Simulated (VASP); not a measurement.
## MgS: single point with r2SCAN

Crystal: MgS.

```xyz
2
Lattice="0.0000 2.8589 2.8589 2.8589 0.0000 2.8589 2.8589 2.8589 0.0000" Properties=species:S:1:pos:R:3 pbc="T T T"
Mg    0.0000    0.0000    0.0000
S     4.2884    4.2884    4.2884
```

```json
{
  "Program": "VASP 6.6.1",
  "Task": "single point",
  "Functional": "r2SCAN",
  "Potentials or basis": "VASP PAW PBE potentials, release 64 (Mg_sv, S)",
  "Cutoff": "920 eV",
  "k mesh": "6 × 6 × 6",
  "Occupations": "gaussian, width 0.01 eV",
  "Spin": "no spin polarisation"
}
```

The pressure is -1.6 GPa and the band gap on the k mesh is 3.99 eV.

Levels at points of the mesh, in eV from the valence-band top:
| k point | band 5 | band 6 | band 7 | band 8 | band 9 | band 10 | band 11 | band 12 |
| --- | --- | --- | --- | --- | --- | --- | --- | --- |
| (0.00, 0.00, 0.00) | -11.64 | 0.00 | 0.00 | 0.00 | 3.99 | 8.54 | 8.54 | 8.54 |
| (0.50, 0.00, 0.00) | -10.98 | -3.04 | -0.32 | -0.32 | 5.71 | 8.18 | 8.18 | 9.11 |
| (0.50, 0.50, 0.00) | -10.77 | -2.73 | -1.01 | -1.01 | 4.34 | 6.24 | 11.86 | 13.05 |

Wall time 76 s on 1 thread of Intel(R) Xeon(R) Platinum 8375C CPU @ 2.90GHz (Ice Lake), on a shared host, peak memory 0.26 GiB.

Caveat: the PAW data sets were made with another functional, which shifts forces and pressure a little. A k mesh can miss the band edges.
